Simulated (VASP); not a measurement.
Ni:

```
CELL_PARAMETERS angstrom
0.00000 1.76895 1.76895
1.76895 0.00000 1.76895
3.53790 3.53790 0.00000
ATOMIC_POSITIONS crystal
Ni 0.00000 0.00000 0.00000
Ni 0.00000 0.00000 0.50000
```

Base run:

- Program: VASP 6.6.1
- Functional: PBE
- Potentials or basis: VASP PAW PBE potentials, release 64 (Ni)
- Cutoff: 520 eV
- k mesh: 14 × 14 × 7
- Occupations: gaussian, width 0.1 eV
- Spin: collinear spin, ferromagnetic start
- Starting moments: [2.0, 2.0] μB

Its results: pressure -3.2 GPa.

Task: The run is repeated on the same cell with these changes: spin from collinear spin, ferromagnetic start to no spin polarisation; further incar settings from ALGO = Normal; EDIFF = 1e-06; NBANDS = 21 to ALGO = Normal; EDIFF = 1e-07; NBANDS = 17. What comes out?

Result: Pressure -4.2 GPa.

Caveats: the cell stands under tension.
